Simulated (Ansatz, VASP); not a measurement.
**One calculation of Si3N4, two programs**

```
Si N
1.0
     7.61700    0.00000    0.00000
    -3.80850    6.59652    0.00000
     0.00000    0.00000    2.91340
Si N
6 8
Direct
  0.17405 0.76794 0.25000
  0.40611 0.17405 0.75000
  0.23206 0.40611 0.25000
  0.82595 0.23206 0.75000
  0.59389 0.82595 0.25000
  0.76794 0.59389 0.75000
  0.33333 0.66667 0.25000
  0.66667 0.33333 0.75000
  0.32979 0.03000 0.25000
  0.29979 0.32979 0.75000
  0.97000 0.29979 0.25000
  0.67021 0.97000 0.75000
  0.70021 0.67021 0.25000
  0.03000 0.70021 0.75000
```

Alike in both runs: task electric field gradients; functional PBEsol; k mesh 4 × 4 × 9; occupations fermi-dirac, width 0.02 eV; no spin polarisation.

|  | VASP | Ansatz |
| --- | --- | --- |
| version | VASP 6.6.1 | Ansatz 0.2.0 |
| potentials or method | VASP PAW PBE potentials, release 64 (Si, N) | plane-wave PAW, scalar-relativistic |
| plane-wave cutoff (eV) | 520 | 420 |
| valence electrons in the cell | 64 | 64 |

```csv
,VASP,Ansatz,Ansatz less VASP
gap on the k mesh at the Fermi level (eV),4.18,4.19,+0.014
pressure (GPa),0.5,0.5,-0.02
"traceless stress, the component that is largest in VASP (GPa)",-0.46,-0.43,+0.031
rms of the force components (eV/Å),0.014,0.014,+0.0005
size of Vzz on the site where it differs most (V/Å²),44.0,49.1,+5.05
```

VASP's potentials were made for PBE, not for PBEsol, and Ansatz warns of the same on its side. Atom by atom the forces differ by 0.001 eV/Å (rms over components).
